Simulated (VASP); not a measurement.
# AlCo3 (P4/mmm) in VASP: single point with PBEsol

Aim: the single point of AlCo3 with PBEsol.

Everything below comes from runs of VASP 6.6.1. Logs are shortened: lines on timing, memory, paths and dates and some standing lists are left out, and cuts for length are marked.

## 1. The cell of the first run

It takes space group P4/mmm (No. 123, tetragonal). Conventional cell: a = 3.247 Å, b = 3.247 Å, c = 3.812 Å, α = 90.00°, β = 90.00°, γ = 90.00°. Within 3.0 Å of Al (site symmetry 4/mmm) lie 12 Co at 2.30 to 2.50 Å. Co (site symmetry 4/mmm) has 4 Al at 2.30 Å and 8 Co at 2.50 Å within 3.0 Å. Within 3.0 Å of Co (site symmetry mmm) lie 8 Co at 2.30 to 2.50 Å and 4 Al at 2.50 Å.

## 2. Single point, PBEsol, collinear spin, ferromagnetic start (strain -0.080 along x and y, +0.080 along z)

Input file INCAR:

```
  PREC = Accurate
  ENCUT = 520
  EDIFF = 1E-7
  ISMEAR = 0
  SIGMA = 0.15
  LREAL = False
  LASPH = True
  NELM = 150
  ALGO = Fast
  ISIF = 2
  LWAVE = False
  LCHARG = False
  ISPIN = 2
  MAGMOM = 0 1.45 1.45 1.45
  LORBIT = 11
  LMAXMIX = 4
  GGA = PS
  NBANDS = 27
```

Input file KPOINTS:

```
Automatic mesh
0
Gamma
  14 14 14
```

Input file POSCAR:

```
AlCo3
1.0
    3.2469725350      0.0000000000      0.0000000000
    0.0000000000      3.2469725350      0.0000000000
    0.0000000000      0.0000000000      3.8116634106
Al Co
1 3
Direct
    0.0000000000      0.0000000000      0.0000000000
    0.5000000000      0.5000000000      0.0000000000
    0.5000000000      0.0000000000      0.5000000000
    0.0000000000      0.5000000000      0.5000000000
```

Potentials or basis: VASP PAW PBE potentials, release 64 (Al, Co).

On the command line:

```
$ cat potpaw_PBE.64/Al/POTCAR potpaw_PBE.64/Co/POTCAR > POTCAR
$ mpirun -np 1 vasp_std > vasp.out
```

OUTCAR:

```text
PREC = Accurate
   ENCUT = 520
   EDIFF = 1E-7
   ISMEAR = 0
   LREAL = False
   LASPH = True
   NELM = 150
   ISIF = 2
   ISPIN = 2
   LORBIT = 11
   GGA = PS

 ion  position               nearest neighbor table
   1  0.000  0.000  0.000-   2 2.30   2 2.30   2 2.30   2 2.30   4 2.50   3 2.50   4 2.50   4 2.50
                             4 2.50   3 2.50   3 2.50   3 2.50
   2  0.500  0.500  0.000-   1 2.30   1 2.30   1 2.30   1 2.30   4 2.50   3 2.50   3 2.50   3 2.50
                             4 2.50   4 2.50   4 2.50   3 2.50
   3  0.500  0.000  0.500-   4 2.30   4 2.30   4 2.30   4 2.30   2 2.50   2 2.50   2 2.50   2 2.50
                             1 2.50   1 2.50   1 2.50   1 2.50
   4  0.000  0.500  0.500-   3 2.30   3 2.30   3 2.30   3 2.30   2 2.50   1 2.50   2 2.50   1 2.50
                             2 2.50   1 2.50   2 2.50   1 2.50

  LATTYP: Found a simple tetragonal cell.
 ALAT       =     3.2469725350
 C/A-ratio  =     1.1739130435

  Lattice vectors:

 A1 = (   3.2469725350,   0.0000000000,   0.0000000000)
 A2 = (   0.0000000000,   3.2469725350,   0.0000000000)
 A3 = (   0.0000000000,   0.0000000000,   3.8116634106)

Analysis of symmetry for initial positions (statically):
=====================================================================
 Subroutine PRICEL returns:
 Original cell was already a primitive cell.

 Routine SETGRP: Setting up the symmetry group for a
 simple tetragonal supercell.

 Subroutine GETGRP returns: Found 16 space group operations
 (whereof 16 operations were pure point group operations)
 out of a pool of 16 trial point group operations.

The static configuration has the point symmetry D_4h.

Analysis of symmetry for dynamics (positions and initial velocities):
=====================================================================
 Subroutine PRICEL returns:
 Original cell was already a primitive cell.

 Routine SETGRP: Setting up the symmetry group for a
 simple tetragonal supercell.

 Subroutine GETGRP returns: Found 16 space group operations
 (whereof 16 operations were pure point group operations)
 out of a pool of 16 trial point group operations.

The dynamic configuration has the point symmetry D_4h.

Analysis of structural, dynamic, and magnetic symmetry:
=====================================================================
[... 138 lines left out ...]
   LORBIT       =     11    0 simple, 1 ext, 2 COOP (PROOUT), +10 PAW based schemes
   GGA     = PS    functional components
   LHFCALC =     F    Hartree Fock is set to
   AEXX    =    0.0000 exact exchange contribution
   IVDW    =     0    specifies the selected vdW correction
   LEPSILON=     F    determine dielectric tensor
   LRPA    =     F    only Hartree local field effects (RPA)
 spin polarized calculation
 RMM-DIIS sequential band-by-band and
 Gauss-broadening in eV      SIGMA  =   0.15
  energy-cutoff  :      520.00
  volume of cell :       40.19
 maximum number of plane-waves:      1106
   NGX = 13   NGY = 13   NGZ = 15

 number of electron      30.0000002 magnetization       3.1296022

 Free energy of the ion-electron system (eV)
  ---------------------------------------------------
  ext. energy  EPLUGINS =         0.00000000
  ---------------------------------------------------
  free energy    TOTEN  =       -27.64403998 eV

  energy without entropy =      -27.57463703  energy(sigma->0) =      -27.60933851

 E-fermi :  11.7082     XC(G=0): -13.5642

 val. band max:       11.7074793539   @ k =   0.4286   0.2143   0.0000
 cond. band min:      11.7082190742   @ k =   0.3571   0.2857   0.0714
 fundamental gap:      0.0007397203
 Fermi energy:        11.7082041901

 spin component 1

 k-point     1 :       0.0000    0.0000    0.0000
  band No.  band energies     occupation
      1       0.9483      1.00000
      2       6.0609      1.00000
      3       6.7342      1.00000
      4       7.4334      1.00000
      5       7.5224      1.00000
      6       7.6267      1.00000
[... 709 lines left out ...]
     26      25.0475      0.00000
     27      27.1503      0.00000

 [... further k-points ...]

 spin component 2

 k-point     1 :       0.0000    0.0000    0.0000
  band No.  band energies     occupation
      1       1.0069      1.00000
      2       6.8105      1.00000
      3       7.5404      1.00000
      4       8.0915      1.00000
      5       8.2864      1.00000
      6       8.5250      1.00000
[... 709 lines left out ...]
     26      25.1445      0.00000
     27      27.3915      0.00000

 [... further k-points ...]

------------------------ aborting loop because EDIFF is reached ----------------------------------------

  FORCE on cell =-STRESS in cart. coord.  units (eV):
  Direction    XX          YY          ZZ          XY          YZ          ZX
  --------------------------------------------------------------------------------------
  -------------------------------------------------------------------------------------
  Total        7.1025070      7.1025070      2.4539152      0.0000000     -0.0000000      0.0000000
  in kB      283.1721135    283.1721135     97.8359261      0.0000000     -0.0000000      0.0000000
  external PRESSURE =     221.3933844 kB  Pullay stress =       0.0000000 kB

 VOLUME and BASIS-vectors are now :
 -----------------------------------------------------------------------------
  energy-cutoff  :      520.00
  volume of cell :       40.19
      direct lattice vectors                 reciprocal lattice vectors
     3.246972535  0.000000000  0.000000000     0.307979199  0.000000000  0.000000000
     0.000000000  3.246972535  0.000000000     0.000000000  0.307979199  0.000000000
     0.000000000  0.000000000  3.811663411     0.000000000  0.000000000  0.262352651

 POSITION                                       TOTAL-FORCE (eV/Angst)
 -----------------------------------------------------------------------------------
      0.00000      0.00000      0.00000         0.000000      0.000000      0.000000
      1.62349      1.62349      0.00000         0.000000      0.000000      0.000000
      1.62349      0.00000      1.90583         0.000000      0.000000      0.000000
      0.00000      1.62349      1.90583         0.000000      0.000000      0.000000
 -----------------------------------------------------------------------------------
    total drift:                                0.000000     -0.000000     -0.000000

  FREE ENERGIE OF THE ION-ELECTRON SYSTEM (eV)
  ---------------------------------------------------
  free  energy   TOTEN  =       -27.6440399785 eV

  energy  without entropy=      -27.5746370339  energy(sigma->0) =      -27.60933851

 total charge

# of ion       s       p       d       tot
------------------------------------------
    1        0.428   0.476   0.000   0.904
    2        0.513   0.598   7.535   8.646
    3        0.533   0.628   7.383   8.544
    4        0.533   0.628   7.383   8.544
--------------------------------------------------
tot          2.007   2.330  22.300  26.637

 magnetization (x)

# of ion       s       p       d       tot
------------------------------------------
    1       -0.000  -0.026   0.000  -0.026
    2       -0.004  -0.006   0.664   0.654
    3        0.002   0.005   1.251   1.258
    4        0.002   0.005   1.251   1.258
--------------------------------------------------
tot         -0.001  -0.022   3.166   3.143
```

OSZICAR:

```text
N       E                     dE             d eps       ncg     rms          rms(c)
DAV:   1     0.180722426955E+03    0.18072E+03   -0.12360E+04 31816   0.137E+03
DAV:   2    -0.216130636384E+02   -0.20234E+03   -0.18637E+03 31230   0.281E+02
DAV:   3    -0.323044690458E+02   -0.10691E+02   -0.10047E+02 34158   0.835E+01
[... 16 lines left out ...]
RMM:  20    -0.276440392230E+02   -0.71887E-06   -0.67785E-06 44165   0.136E-02    0.727E-03
RMM:  21    -0.276440399165E+02   -0.69346E-06   -0.11157E-06 38341   0.721E-03    0.314E-03
RMM:  22    -0.276440397697E+02    0.14677E-06   -0.34022E-07 29464   0.377E-03    0.330E-03
RMM:  23    -0.276440399992E+02   -0.22949E-06   -0.37008E-07 30578   0.497E-03    0.613E-04
RMM:  24    -0.276440399785E+02    0.20708E-07   -0.64277E-08 18068   0.183E-03
   1 F= -.27644040E+02 E0= -.27609339E+02  d E =-.694029E-01  mag=     3.1297
```

It took 19 min on 1 thread of Oxide Virtual Turin-like, shared host; peak memory 0.47 GiB.

What came out:

- Free energy: -27.6440 eV
- Pressure: 22.1 GPa
- Net moment: 3.13 μB per cell
- Site moments: Al -0.03; Co +0.65, +1.26 (each value once) μB
- Valence electrons inside the program's atomic spheres: Al 0.90; Co 8.65, 8.54 (each value once)

Caveat: the cell differs from its parent crystal (strain -0.080 along x and y, +0.080 along z); the cell stands under pressure; the PAW data sets were made with another functional, which shifts forces and pressure a little.
